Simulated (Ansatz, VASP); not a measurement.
# Mo3H in VASP and in Ansatz

Contents of INCAR:

```
SYSTEM = Mo3H
ALGO = Normal ; DIPOL = 0.5 0.5 0.313
EDIFF = 1E-6 ; ENCUT = 400
GGA_COMPAT = .FALSE. ; IDIPOL = 3
ISIF = 2 ; ISMEAR = 0
LASPH = .TRUE. ; LCHARG = .FALSE.
LDIPOL = .TRUE. ; LREAL = .FALSE.
LWAVE = .FALSE. ; NBANDS = 53
NELM = 120 ; NELMDL = -8
PREC = Accurate ; SIGMA = 0.1
```

KPOINTS

```
k-points
0
G
  6 6 1
  0 0 0
```

Contents of POSCAR:

```
Mo3H
1.0
    4.4001385491      0.0000000000      0.0000000000
   -2.2000692746      3.8106317637      0.0000000000
    0.0000000000      0.0000000000     22.2005753775
Mo H
6 2
Direct
    0.6666666667      0.3333333333      0.1801755104
    0.3333333333      0.6666666667      0.2206327735
    0.0000000000      0.0000000000      0.2610900367
    0.6666666667      0.3333333333      0.2983628716
    0.3333333333      0.6666666667      0.3344863264
    0.0000000000      0.0000000000      0.3693857136
   -0.2469240429      0.0000000000      0.4184835402
    0.2469240429      0.0000000000      0.4184835402
```

Input for Ansatz:

```yaml
crystal:
  lattice:
    - [4.4001385491, 0.0, 0.0]
    - [-2.2000692746, 3.8106317637, 0.0]
    - [0.0, 0.0, 22.2005753775]
  atoms:
    - { symbol: Mo, position: [0.6666666667, 0.3333333333, 0.1801755104] }
    - { symbol: Mo, position: [0.3333333333, 0.6666666667, 0.2206327735] }
    - { symbol: Mo, position: [0.0, 0.0, 0.2610900367] }
    - { symbol: Mo, position: [0.6666666667, 0.3333333333, 0.2983628716] }
    - { symbol: Mo, position: [0.3333333333, 0.6666666667, 0.3344863264] }
    - { symbol: Mo, position: [0.0, 0.0, 0.3693857136] }
    - { symbol: H, position: [-0.2469240429, 0.0, 0.4184835402] }
    - { symbol: H, position: [0.2469240429, 0.0, 0.4184835402] }
basis:
  ecutwfc: 420
kpoints:
  mp_grid: { grid: [6, 6, 1] }
hamiltonian:
  xc: lda
  pseudopotentials: { kind: paw, azcp: { folder: soft_1 } }
scf:
  occupations: { method: gaussian, width: 0.1 }
output:
  forces: true
  eigenvalues: true
efield:
  axis: 3
  dipole_correction: true
  ramp_width: 0.04
```

Alike in both runs: task single point; functional LDA; k mesh 6 × 6 × 1; occupations gaussian, width 0.1 eV; no spin polarisation.

|  | VASP | Ansatz |
| --- | --- | --- |
| version | VASP 6.6.1 | Ansatz 0.2.0 |
| potentials or method | VASP PAW LDA potentials, release 64 (Mo_sv, H), cutoff 400 eV | scalar-relativistic, plane waves, PAW |
| valence electrons in the cell | 86 | 86 |

```tsv
	VASP	Ansatz	Ansatz less VASP
gap on the k mesh at the Fermi level (eV)	none	none	-
rms of the force components (eV/Å)	1.588	1.578	-0.0109
```

Ansatz warns that its potentials were made for another functional, while VASP's fit it. LDA's correlation is that of Perdew and Zunger in VASP and of Perdew and Wang (1992) in Ansatz. Atom by atom the forces differ by 0.036 eV/Å (rms over components). A gap of «none» marks a metal or a gap that the smearing closes.
